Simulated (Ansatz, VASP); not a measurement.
## Ag in VASP and in Ansatz

Contents of INCAR:

```
SYSTEM = Ag
  ALGO = Normal
  EDIFF = 1E-8
  ENCUT = 520
  GGA = PE
  GGA_COMPAT = .FALSE.
  ISIF = 2
  ISMEAR = -1
  LASPH = .TRUE.
  LCHARG = .FALSE.
  LEFG = .TRUE.
  LMAXMIX = 4
  LORBIT = 11
  LORBMOM = .TRUE.
  LREAL = .FALSE.
  LSORBIT = .TRUE.
  LWAVE = .FALSE.
  MAGMOM = 0 0 0 0 0 0
  NBANDS = 34
  NELM = 150
  PREC = Accurate
  SIGMA = 0.05
```

The input KPOINTS:

```
k-points
0
G
  14 14 8
  0 0 0
```

POSCAR

```
Ag
1.0
    2.9299980804      0.0000000000      0.0000000000
   -1.4649990402      2.5374527707      0.0000000000
    0.0000000000      0.0000000000      4.7900000000
Ag
2
Direct
    0.3333333333      0.6666666667      0.2500000000
    0.6666666667      0.3333333333      0.7500000000
```

Input for Ansatz:

```yaml
crystal:
  lattice:
    - [2.9299980804, 0.0, 0.0]
    - [-1.4649990402, 2.5374527707, 0.0]
    - [0.0, 0.0, 4.79]
  atoms:
    - { symbol: Ag, position: [0.3333333333, 0.6666666667, 0.25] }
    - { symbol: Ag, position: [0.6666666667, 0.3333333333, 0.75] }
kpoints:
  mp_grid: { grid: [14, 14, 8] }
  band_path:
    path:
      - [0.0, 0.0, 0.0]
      - [0.5, 0.0, 0.0]
      - [0.3333333333, 0.3333333333, 0.0]
      - [0.0, 0.0, 0.0]
      - [0.0, 0.0, 0.5]
      - [0.5, 0.0, 0.5]
      - [0.3333333333, 0.3333333333, 0.5]
      - [0.0, 0.0, 0.5]
      - [0.5, 0.0, 0.5]
    npoints: 5
scf:
  occupations: { method: fermi_dirac, width: 0.05 }
hamiltonian:
  xc: pbe
  pseudopotentials: { kind: paw_fr }
output:
  forces: true
  stress: true
  eigenvalues: true
  efg: { contact_densities: true }
  write_density: true
  write_potential: true
  elf: true
  volumetric_format: npy
magnetization:
  noncollinear: true
  spin_orbit: true
```

Alike in both runs: task electric field gradients; functional PBE; k mesh 14 × 14 × 8; occupations fermi-dirac, width 0.05 eV; non-collinear spin, spin-orbit coupling.

```csv
,VASP,Ansatz
version,VASP 6.6.1,Ansatz 0.2.0
potentials or method,"VASP PAW PBE potentials, release 64 (Ag)","PAW with Ansatz's default frozen-core files, fully relativistic files with spin-orbit coupling"
plane-wave cutoff (eV),520,420
valence electrons in the cell,22,38
```

```csv
,VASP,Ansatz,Ansatz less VASP
pressure (GPa),0.2,0.3,+0.10
"traceless stress, the component that is largest in VASP (GPa)",-0.28,-0.27,+0.006
net moment per atom (μB),0.00,0.00,0.000
size of Vzz on the site where it differs most (V/Å²),3.8,4.2,+0.34
```

The functional is the same, so the differences come from potentials, cutoffs and numerics. VASP's potentials hold 22 valence electrons a cell and Ansatz's 38, so a difference there can come from the potentials and not from the codes.
